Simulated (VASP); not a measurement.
Here is a VASP 6.6.1 calculation.

The input INCAR:

```
SYSTEM = Y2TaN3
PREC = Accurate ; ENCUT = 520
EDIFF = 1E-6 ; ISMEAR = 0
SIGMA = 0.1 ; LREAL = .FALSE.
LASPH = .TRUE. ; NELM = 150
ALGO = Normal ; ISIF = 2
LWAVE = .FALSE. ; LCHARG = .FALSE.
ISPIN = 2 ; MAGMOM = 0 0 1 0 0 0
LORBIT = 11 ; LMAXMIX = 4
GGA = PE ; NBANDS = 37
```

File KPOINTS:

```
Automatic mesh
0
G
  6 6 2
  0 0 0
```

Contents of POSCAR:

```
Y2TaN3
1.0
    3.3194638000      0.0000000000      0.0000000000
   -1.6597319000      2.8747399000      0.0000000000
    0.0000000000      0.0000000000      8.1831236000
Y Ta N
2 1 3
Direct
    0.3333333000      0.6666667000      0.6744400000
    0.6666667000      0.3333333000      0.3255600000
    0.0000000000      0.0000000000      0.0000000000
    0.0000000000      0.0000000000      0.5000000000
    0.3333333000      0.6666667000      0.1418670000
    0.6666667000      0.3333333000      0.8581330000
```

Potentials or basis: VASP PAW PBE potentials, release 64 (Y_sv, Ta_pv, N).

Command:

```console
$ cat potpaw_PBE.64/Y_sv/POTCAR potpaw_PBE.64/Ta_pv/POTCAR potpaw_PBE.64/N/POTCAR > POTCAR
$ mpirun -np 1 vasp_std > vasp.out
```

Task: Predict the largest force.

Result: 0.163 eV/Å.

Task: What does it give for the pressure?

Result: -0.1 GPa.

Task: Predict the net moment.

Result: 0.00 μB per cell.

Task: Predict the band gap on the k mesh.

Result: Zero (filled and empty bands overlap).

Forces on the atoms (eV/Å):
```
Y    0.000  0.000 -0.163
Y    0.000  0.000  0.163
Ta   0.000  0.000  0.000
N    0.000  0.000  0.000
N    0.000  0.000  0.052
N    0.000  0.000 -0.052
```

Caveat: the k points lie up to 0.38 Å⁻¹ apart, too coarse for converged energies and pressures of a metal; spin-orbit coupling is left out, which moves the levels of the heavy elements.
